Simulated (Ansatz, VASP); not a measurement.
# Two plane-wave programs on CsBr

```xyz
2
Lattice="4.3196 0.0000 0.0000 0.0000 4.3196 0.0000 0.0000 0.0000 4.3196" Properties=species:S:1:pos:R:3 pbc="T T T"
Cs    0.0000    0.0000    0.0000
Br    2.1598    2.1598    2.1598
```

Alike in both runs: task single point; functional r2SCAN; k mesh 4 × 4 × 4; no spin polarisation.

```csv
,VASP,Ansatz
version,VASP 6.6.1,Ansatz 0.2.0
potentials or method,"VASP PAW PBE potentials, release 64 (Cs_sv, Br)",plane waves
plane-wave cutoff (eV),550,500
occupations,"methfessel-paxton of order 1, width 0.001 eV","cold, width 0.001 eV"
valence electrons in the cell,16,16
```

```tsv
	VASP	Ansatz	Ansatz less VASP
gap on the k mesh at the Fermi level (eV)	5.18	5.20	+0.017
pressure (GPa)	0.1	0.0	-0.05
```

VASP's potentials were made for PBE, not for r2SCAN.

Neither program's run includes spin-orbit coupling.
